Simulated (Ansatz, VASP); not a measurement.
LiAl4O in VASP and in Ansatz

File INCAR:

```
  ALGO = Normal
  EDIFF = 1E-7
  EDIFFG = -0.04
  ENCUT = 600
  GGA = PE
  IBRION = 2
  ISIF = 3
  ISMEAR = 0
  LASPH = True
  LCHARG = False
  LREAL = False
  LWAVE = False
  NELM = 80
  NSW = 90
  PREC = Accurate
  SIGMA = 0.1
```

The input KPOINTS:

```
k-points
0
Gamma
  6 6 2
```

POSCAR

```
LiAl4O
1.0
    2.8678672701      0.0000000000      0.0000000000
   -1.4339336351      2.4836459106      0.0000000000
    0.0000000000      0.0000000000     13.4375255874
Li Al O
1 4 1
Direct
    0.0000000000      0.0000000000      0.5302152417
    0.6666666667      0.3333333333      0.7053798544
    0.0000000000      0.0000000000      0.8822786035
    0.0000000000      0.0000000000      0.1902638389
    0.6666666667      0.3333333333      0.3648437486
    0.6666666667      0.3333333333      0.1326227130
```

Input for Ansatz:

```yaml
crystal:
  lattice:
    - [2.8678672701, 0.0, 0.0]
    - [-1.4339336351, 2.4836459106, 0.0]
    - [0.0, 0.0, 13.4375255874]
  atoms:
    - { symbol: Li, position: [0.0, 0.0, 0.5302152417] }
    - { symbol: Al, position: [0.6666666667, 0.3333333333, 0.7053798544] }
    - { symbol: Al, position: [0.0, 0.0, 0.8822786035] }
    - { symbol: Al, position: [0.0, 0.0, 0.1902638389] }
    - { symbol: Al, position: [0.6666666667, 0.3333333333, 0.3648437486] }
    - { symbol: O, position: [0.6666666667, 0.3333333333, 0.132622713] }
basis:
  ecutwfc: 420
kpoints:
  mp_grid: { grid: [6, 6, 2] }
hamiltonian:
  xc: pbe
scf:
  occupations: { method: gaussian, width: 0.1 }
  lower_state_search: "off"
output:
  forces: true
  stress: true
  eigenvalues: true
relax:
  adjacent_minimum: "off"
  f_tol: 0.04
  max_steps: 70
  cell: { stress_tol: 0.4 }
```

Change from the starting cell: species swapped into the MoWSe4 type (P3m1, No. 156).

Alike in both runs: task relaxation of cell and atoms; functional PBE; k mesh 6 × 6 × 2; occupations gaussian, width 0.1 eV; no spin polarisation.

|  | VASP | Ansatz |
| --- | --- | --- |
| version | VASP 6.6.1 | Ansatz 0.2.0 |
| potentials or method | VASP PAW PBE potentials, release 64 (Li_sv, Al, O), cutoff 600 eV | scalar-relativistic, plane waves, PAW |
| valence electrons in the cell | 21 | 21 |

```csv
,VASP,Ansatz,Ansatz less VASP
"gap on the k mesh at the Fermi level, each at its own relaxed structure (eV)",none,none,-
relaxed volume (Å³/atom),16.05,15.95,-0.094
relaxed length of the cell vector where the two differ most in proportion (Å),13.479,13.438,-0.0413
```

A gap of «none» marks a metal or a gap that the smearing closes.

The k mesh is coarse, so the values compare programs but aren't converged. Noted on VASP's run: the cutoff is under 1.25 times that of the potentials, so the pressure is a little rough.
